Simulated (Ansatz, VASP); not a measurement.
## ScInSbP3 in VASP and in Ansatz

```
CELL_PARAMETERS angstrom
5.31587 0.00000 0.00000
-2.65793 4.60368 0.00000
0.00000 0.00000 5.83171
ATOMIC_POSITIONS crystal
Sc 0.66667 0.33333 0.00000
In 0.33333 0.66667 0.50000
Sb 0.00000 0.00000 0.50000
P 0.14824 0.85176 0.00000
P 0.14824 0.29648 0.00000
P 0.70352 0.85176 0.00000
```

Alike in both runs: functional PBE; k mesh 12 × 12 × 8; occupations gaussian, width 0.1 eV; no spin polarisation.

Ansatz relaxed the structure, and its values are those at the end. VASP's run is a single point on that final structure, the one shown.

|  | VASP | Ansatz |
| --- | --- | --- |
| version | VASP 6.6.1 | Ansatz 0.2.0 |
| potentials or method | VASP PAW PBE potentials, release 64 (Sc_sv, In_d, Sb, P), cutoff 520 eV | scalar-relativistic, plane waves, PAW |
| valence electrons in the cell | 44 | 54 |

|  | VASP | Ansatz | Ansatz less VASP |
| --- | --- | --- | --- |
| gap on the k mesh at the Fermi level (eV) | none | none | - |
| pressure (GPa) | -0.1 | 0.0 | +0.06 |
| rms of the force components (eV/Å) | 0.028 | 0.000 | -0.0275 |

A gap of «none» marks a metal or a gap that the smearing closes. With one functional, cell and mesh, what is left measures potentials, basis and numerics. VASP's potentials hold 44 valence electrons a cell and Ansatz's 54, so a difference there can come from the potentials and not from the codes.

Neither program's run includes spin-orbit coupling.
